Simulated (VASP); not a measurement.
Set up this calculation in VASP 6.6.1, as the native input.

* Task: single point
* Functional: r2SCAN
* Potentials or basis: VASP PAW PBE potentials, release 64 (Ba_sv, S)
* Cutoff: 520 eV
* k mesh: 6 × 6 × 4
* Occupations: gaussian, width 0.01 eV
* Spin: no spin polarisation
* Dipole correction: no
* Further INCAR settings: ALGO = Normal; EDIFF = 1e-06; NBANDS = 24

BaS:

```xyz
4
Lattice="4.3515 0.0000 0.0000 -2.1758 3.7685 0.0000 0.0000 0.0000 7.6304" Properties=species:S:1:pos:R:3 pbc="T T T"
Ba    0.0000    0.0000    0.0000
Ba    0.0000    0.0000    3.8152
S     0.0000    2.5123    1.9076
S     2.1758    1.2562    5.7228
```

This cell differs from its parent crystal: volume changed by -6%.

These files were run (other wordings do the same):

POSCAR

```
BaS
1.0
    4.3515076196      0.0000000000      0.0000000000
   -2.1757538098      3.7685161433      0.0000000000
    0.0000000000      0.0000000000      7.6304476727
Ba S
2 2
Direct
    0.0000000000      0.0000000000      0.0000000000
    0.0000000000      0.0000000000      0.5000000000
    0.3333333333      0.6666666667      0.2500000000
    0.6666666667      0.3333333333      0.7500000000
```

INCAR.step1

```
  PREC = Accurate
  ENCUT = 520
  ISMEAR = 0
  SIGMA = 0.01
  LREAL = False
  LASPH = True
  NELM = 60
  NBANDS = 24
  GGA = PE
  ALGO = Normal
  EDIFF = 1E-4
  LWAVE = True
  LCHARG = False
```

INCAR.step2

```
  PREC = Accurate
  ENCUT = 520
  EDIFF = 1E-6
  ISMEAR = 0
  SIGMA = 0.01
  LREAL = False
  LASPH = True
  NELM = 60
  ALGO = Normal
  ISIF = 2
  LWAVE = False
  LCHARG = False
  METAGGA = R2SCAN
  LMIXTAU = True
  NBANDS = 24
  ISTART = 1
```

KPOINTS

```
Automatic mesh
0
Gamma
  6 6 4
```

Potentials or basis: VASP PAW PBE potentials, release 64 (Ba_sv, S).

Run with:

```console
$ cat potpaw_PBE.64/Ba_sv/POTCAR potpaw_PBE.64/S/POTCAR > POTCAR
$ cp INCAR.step1 INCAR
$ mpirun -np 1 vasp_std > vasp.out
$ cp INCAR.step2 INCAR
$ mpirun -np 1 vasp_std > vasp.out
```

Results of the run:

```
Pressure               : 3.8 GPa
Band gap on the k mesh : 2.64 eV, indirect (least direct gap 2.65 eV)
```

Caveat: the PAW data sets were made with another functional, which shifts forces and pressure a little; spin-orbit coupling is left out, which moves the levels of the heavy elements.

It took 83 s on 1 thread of Intel(R) Xeon(R) 6975P-C (Granite Rapids), with other jobs on the host, peak memory 0.27 GiB.
